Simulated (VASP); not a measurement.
Crystal: W.

```
W
1.0
     0.00000    2.03000    2.03000
     2.03000    0.00000    2.03000
     2.03000    2.03000    0.00000
W
1
Direct
  0.00000 0.00000 0.00000
```

Base run:

```yaml
Program: VASP 6.6.1
Functional: BLYP
Potentials_or_basis: VASP PAW PBE potentials, release 64 (W_sv)
Cutoff: 520 eV
k_mesh: 9 × 9 × 9
Occupations: fermi-dirac, width 0.15 eV
Spin: no spin polarisation
```

Its results: band gap on the k mesh zero (band 7 reaches 13.41 eV, above the bottom of band 8 at 10.19 eV); pressure 5.7 GPa.

After a change of settings the same cell gave: band gap on the k mesh zero (band 7 reaches 12.44 eV, above the bottom of band 8 at 9.52 eV); pressure -8.0 GPa. Which change was it?
A. functional from BLYP to revPBE
B. functional from BLYP to r2SCAN
C. functional from BLYP to PBE

B.

Caveats: the PAW data sets were made with another functional, which shifts forces and pressure a little; spin-orbit coupling is left out, which moves the levels of the heavy elements.
